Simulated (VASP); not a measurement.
Wanted: the native input for a VASP 6.6.1 run.

* Task: single point
* Functional: PBE
* Potentials or basis: VASP PAW PBE potentials, release 64 (Ag, Br)
* Cutoff: 520 eV
* k mesh: 4 × 4 × 4
* Occupations: gaussian, width 0.1 eV
* Spin: no spin polarisation
* Dipole correction: no
* Further INCAR settings: ALGO = Normal; EDIFF = 1e-06; NBANDS = 20

The structure of AgBr2 lies in POSCAR:

```
AgBr2
1.0
    3.9671581206      0.0000000000      0.0000000000
    0.0000000000      3.9671581206      0.0000000000
    0.0000000000      0.0000000000      6.1842606596
Ag Br
1 2
Direct
    0.0000000000      0.0000000000      0.0000000000
    0.5000000000      0.0000000000      0.2705256199
    0.0000000000      0.5000000000      0.7294743801
```

This cell differs from its parent crystal: atoms taken out.

One way to write it, as run:

INCAR

```
SYSTEM = AgBr2
ALGO = Normal
EDIFF = 1E-6
ENCUT = 520
GGA = PE
ISIF = 2
ISMEAR = 0
LASPH = .True.
LCHARG = .False.
LREAL = .False.
LWAVE = .False.
NBANDS = 20
NELM = 80
PREC = Accurate
SIGMA = 0.1
```

KPOINTS

```
k-points
0
Gamma
  4 4 4
  0 0 0
```

Potentials or basis: VASP PAW PBE potentials, release 64 (Ag, Br).

Command:

```sh
$ cat potpaw_PBE.64/Ag/POTCAR potpaw_PBE.64/Br/POTCAR > POTCAR
$ mpirun -np 1 vasp_std > vasp.out
```

Results of the run:

The pressure is 0.2 GPa and the largest force is 0.006 eV/Å. The band gap on the k mesh is zero (an odd number of electrons rules out a gap without spin polarisation).

Caveat: the k points lie up to 0.40 Å⁻¹ apart, too coarse for converged energies and pressures of a metal; the cell differs from its parent crystal (atoms taken out); an odd number of electrons without spin polarisation forces a metal; a magnetic or distorted state may lie lower.

Run time: 19 s on 1 thread of Intel(R) Xeon(R) Platinum 8488C (Sapphire Rapids), on a shared host, peak memory 0.2 GiB.
